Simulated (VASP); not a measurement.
# ZrN (Fm-3m) in VASP: a series of runs, part 2 of 2

VASP 6.6.1.

### Step 3. Single point, PBE

This run uses another cell than the first one, of 12.14 Å³/atom.

The input, INCAR:

```
SYSTEM = ZrN
PREC = Accurate
ENCUT = 600
EDIFF = 1E-6
ISMEAR = 0
SIGMA = 0.1
LREAL = .False.
LASPH = .True.
NELM = 120
ALGO = Normal
ISIF = 2
LWAVE = .False.
LCHARG = .False.
GGA = PE
NBANDS = 16
GGA_COMPAT = .False.
```

The input, KPOINTS:

```
regular mesh
0
Gamma
  8 8 8
  0 0 0
```

The input, POSCAR:

```
ZrN
1.0
    0.0000000000      2.2984300465      2.2984300465
    2.2984300465      0.0000000000      2.2984300465
    2.2984300465      2.2984300465      0.0000000000
Zr N
1 1
Direct
    0.5000000000      0.5000000000      0.5000000000
    0.0000000000      0.0000000000      0.0000000000
```

Potentials or basis: VASP PAW PBE potentials, release 64 (Zr_sv, N).

Command:

```console
$ cat potpaw_PBE.64/Zr_sv/POTCAR potpaw_PBE.64/N/POTCAR > POTCAR
$ mpirun -np 1 vasp_std > vasp.out
```

OUTCAR:

```text
SYSTEM = ZrN
   PREC = Accurate
   ENCUT = 600
   EDIFF = 1E-6
   ISMEAR = 0
   LREAL = .False.
   LASPH = .True.
   NELM = 120
   ISIF = 2
   GGA = PE

 ion  position               nearest neighbor table
   1  0.500  0.500  0.500-   2 2.30   2 2.30   2 2.30   2 2.30   2 2.30   2 2.30
   2  0.000  0.000  0.000-   1 2.30   1 2.30   1 2.30   1 2.30   1 2.30   1 2.30

  LATTYP: Found a face centered cubic cell.
 ALAT       =     4.5968600930

  Lattice vectors:

 A1 = (   0.0000000000,   2.2984300465,   2.2984300465)
 A2 = (   2.2984300465,   0.0000000000,   2.2984300465)
 A3 = (   2.2984300465,   2.2984300465,   0.0000000000)

Analysis of symmetry for initial positions (statically):
=====================================================================
 Subroutine PRICEL returns:
 Original cell was already a primitive cell.

 Routine SETGRP: Setting up the symmetry group for a
 face centered cubic supercell.

 Subroutine GETGRP returns: Found 48 space group operations
 (whereof 48 operations were pure point group operations)
 out of a pool of 48 trial point group operations.

The static configuration has the point symmetry O_h .

Analysis of symmetry for dynamics (positions and initial velocities):
=====================================================================
 Subroutine PRICEL returns:
 Original cell was already a primitive cell.

 Routine SETGRP: Setting up the symmetry group for a
 face centered cubic supercell.

 Subroutine GETGRP returns: Found 48 space group operations
 (whereof 48 operations were pure point group operations)
 out of a pool of 48 trial point group operations.

The dynamic configuration has the point symmetry O_h .

 Subroutine INISYM returns: Found 48 space group operations
 (whereof 48 operations are pure point group operations),
 and found     1 'primitive' translations

----------------------------------------------------------------------------------------

                                     Primitive cell

  volume of cell :      24.2842

  direct lattice vectors                    reciprocal lattice vectors
     0.000000000  2.298430047  2.298430047    -0.217539795  0.217539795  0.217539795
     2.298430047  0.000000000  2.298430047     0.217539795 -0.217539795  0.217539795
     2.298430047  2.298430047  0.000000000     0.217539795  0.217539795 -0.217539795

  length of vectors
     3.250470944  3.250470944  3.250470944     0.376789977  0.376789977  0.376789977

  position of ions in fractional coordinates (direct lattice)
     0.500000000  0.500000000  0.500000000
     0.000000000  0.000000000  0.000000000

  ion indices of the primitive-cell ions
   primitive index   ion index
                 1           1
                 2           2

----------------------------------------------------------------------------------------

 KPOINTS: regular mesh

Automatic generation of k-mesh.
 Grid dimensions read from file:
 generate k-points for:    8    8    8

 Generating k-lattice:

  Cartesian coordinates                     Fractional coordinates (reciprocal lattice)
    -0.027192474  0.027192474  0.027192474     0.125000000  0.000000000  0.000000000
     0.027192474 -0.027192474  0.027192474     0.000000000  0.125000000  0.000000000
     0.027192474  0.027192474 -0.027192474     0.000000000  0.000000000  0.125000000

  Length of vectors
     0.047098747  0.047098747  0.047098747

  Shift w.r.t. Gamma in fractional coordinates (k-lattice)
     0.000000000  0.000000000  0.000000000

 Subroutine IBZKPT returns following result:
 ===========================================

 Found     29 irreducible k-points:

 Following reciprocal coordinates:
            Coordinates               Weight
  0.000000  0.000000  0.000000      1.000000
  0.125000  0.000000  0.000000      8.000000
  0.250000  0.000000  0.000000      8.000000
  0.375000  0.000000  0.000000      8.000000
  0.500000  0.000000  0.000000      4.000000
  0.125000  0.125000  0.000000      6.000000
[... 16 lines left out ...]
  0.500000  0.250000  0.125000     48.000000
 -0.375000  0.250000  0.125000     24.000000
 [... further k-points ...]
   k-points           NKPTS =     29   k-points in BZ     NKDIM =     29   number of bands    NBANDS=     16
   number of dos      NEDOS =    301   number of ions     NIONS =      2
   total plane-waves  NPLWV =  21952
   dimension x,y,z NGX =    28 NGY =   28 NGZ =   28
   dimension x,y,z NGXF=    56 NGYF=   56 NGZF=   56
   ions per type =               1   1
   NGX,Y,Z   is equivalent  to a cutoff of  14.32, 14.32, 14.32 a.u.
   NGXF,Y,Z  is equivalent  to a cutoff of  28.64, 28.64, 28.64 a.u.
 SYSTEM =  ZrN
   PREC   = accura    normal or accurate (medium, high low for compatibility)
   ISTART =      0    job   : 0-new  1-cont  2-samecut
   ICHARG =      2    charge: 1-file 2-atom 10-const
   ISPIN  =      1    spin polarized calculation?
   LNONCOLLINEAR =      F non collinear calculations
   LSORBIT =      F    spin-orbit coupling
   LASPH  =      T    aspherical Exc in radial PAW
   ENCUT  =  600.0 eV  44.10 Ry    6.64 a.u.   6.49  6.49  6.49*2*pi/ulx,y,z
   NELM   =    120;   NELMIN=  2; NELMDL= -5     # of ELM steps
   EDIFF  = 0.1E-05   stopping-criterion for ELM
   LREAL  =      F    real-space projection
   EDIFFG = 0.1E-04   stopping-criterion for IOM
   NSW    =      0    number of steps for IOM
   IBRION =     -1    ionic relax: 0-MD 1-quasi-New 2-CG
   NFREE  =      0    steps in history (QN), initial steepest desc. (CG)
   ISIF   =      2    stress and relaxation
   ISYM   =      2    0-nonsym 1-usesym 2-fastsym
   POTIM  = 0.5000    time-step for ionic-motion
   TEBEG  =    0.0;   TEEND  =   0.0 temperature during run
   PSTRESS=    0.0 pullay stress
   NELECT =      17.0000    total number of electrons
   NUPDOWN=      -1.0000    fix difference up-down
   EMIN   =  10.00;   EMAX   =-10.00  energy-range for DOS
   EFERMI =   0.00;   METHOD = LEGACY
   ISMEAR =     0;   SIGMA  =   0.10  broadening in eV -4-tet -1-fermi 0-gaus
   EFERMI_NEDOS =   21; number of points for ismear=-14 and -15
   IALGO  =     38    algorithm
   IMIX   =      4    mixing-type and parameters
     AMIX     =   0.40;   BMIX     =  1.00
     AMIX_MAG =   1.60;   BMIX_MAG =  1.00
  volume/ion in A,a.u.               =      12.14        81.94
  Fermi-wavevector in a.u.,A,eV,Ry     =   1.453617  2.746937 28.749124  2.113001
  Thomas-Fermi vector in A             =   2.570862
   LORBIT       =      0    0 simple, 1 ext, 2 COOP (PROOUT), +10 PAW based schemes
   GGA     = PE    functional components
   LHFCALC =     F    Hartree Fock is set to
   AEXX    =    0.0000 exact exchange contribution
   IVDW    =     0    specifies the selected vdW correction
   LEPSILON=     F    determine dielectric tensor
   LRPA    =     F    only Hartree local field effects (RPA)
 non-spin polarized calculation
 Gauss-broadening in eV      SIGMA  =   0.10
  energy-cutoff  :      600.00
  volume of cell :       24.28
 maximum number of plane-waves:       869
 NGX is ok and might be reduce to    28
   NGX = 13   NGY = 13   NGZ = 13

 number of electron      17.0000000 magnetization

 Free energy of the ion-electron system (eV)
  ---------------------------------------------------
  ext. energy  EPLUGINS =         0.00000000
  ---------------------------------------------------
  free energy    TOTEN  =       -20.35534528 eV

  energy without entropy =      -20.34911568  energy(sigma->0) =      -20.35223048

 E-fermi :  11.8662     XC(G=0): -12.4633

 val. band max:       11.8257503033   @ k =   0.1250   0.0000   0.0000
 cond. band min:      11.8980612443   @ k =   0.3750   0.1250   0.0000
 fundamental gap:      0.0723109410
 Fermi energy:        11.8661535039

 k-point     1 :       0.0000    0.0000    0.0000
  band No.  band energies     occupation
      1     -37.7534      2.00000
      2     -15.3818      2.00000
      3     -15.3818      2.00000
      4     -15.3818      2.00000
      5      -4.3636      2.00000
      6       9.2317      2.00000
[... 8 lines left out ...]
     15      21.0347      0.00000
     16      34.2125      0.00000
[... 419 lines left out ...]
 k-point    24 :      -0.3750    0.2500    0.1250
  band No.  band energies     occupation
      1     -37.5950      2.00000
      2     -16.3217      2.00000
      3     -15.7480      2.00000
      4     -15.5686      2.00000
      5      -2.7509      2.00000
      6       5.2549      2.00000
[... 8 lines left out ...]
     15      23.4686      0.00000
     16      24.7303      0.00000

 [... further k-points ...]

------------------------ aborting loop because EDIFF is reached ----------------------------------------

  FORCE on cell =-STRESS in cart. coord.  units (eV):
  Direction    XX          YY          ZZ          XY          YZ          ZX
  --------------------------------------------------------------------------------------
  -------------------------------------------------------------------------------------
  Total        0.0022117      0.0022117      0.0022117     -0.0000000      0.0000000      0.0000000
  in kB        0.1459175      0.1459175      0.1459175     -0.0000000      0.0000000      0.0000000
  external PRESSURE =       0.1459175 kB  Pullay stress =       0.0000000 kB

 VOLUME and BASIS-vectors are now :
 -----------------------------------------------------------------------------
  energy-cutoff  :      600.00
  volume of cell :       24.28
      direct lattice vectors                 reciprocal lattice vectors
     0.000000000  2.298430047  2.298430047    -0.217539795  0.217539795  0.217539795
     2.298430047  0.000000000  2.298430047     0.217539795 -0.217539795  0.217539795
     2.298430047  2.298430047  0.000000000     0.217539795  0.217539795 -0.217539795

 POSITION                                       TOTAL-FORCE (eV/Angst)
 -----------------------------------------------------------------------------------
      2.29843      2.29843      2.29843        -0.000000      0.000000      0.000000
      0.00000      0.00000      0.00000         0.000000     -0.000000     -0.000000
 -----------------------------------------------------------------------------------
    total drift:                                0.000000      0.000000      0.000000

  FREE ENERGIE OF THE ION-ELECTRON SYSTEM (eV)
  ---------------------------------------------------
  free  energy   TOTEN  =       -20.3553452845 eV

  energy  without entropy=      -20.3491156783  energy(sigma->0) =      -20.35223048
```

stdout:

```text
POSCAR found type information on POSCAR ZrN
 POSCAR found :  2 types and       2 ions
 scaLAPACK will be used
 LDA part: xc-table for (Slater+PW92), standard interpolation
 POSCAR, INCAR and KPOINTS ok, starting setup
 FFT: planning ... GRIDC
 FFT: planning ... GRID_SOFT
 FFT: planning ... GRID
 WAVECAR not read
 entering main loop
```

Run time: 16 s. Hardware: 1 thread of AMD EPYC 7R43 (Zen 3), shared host; peak memory 0.13 GiB.

Results:

* Free energy: -20.3553 eV
* Pressure: 0.0 GPa
* Band gap on the k mesh: zero (an odd number of electrons rules out a gap without spin polarisation)
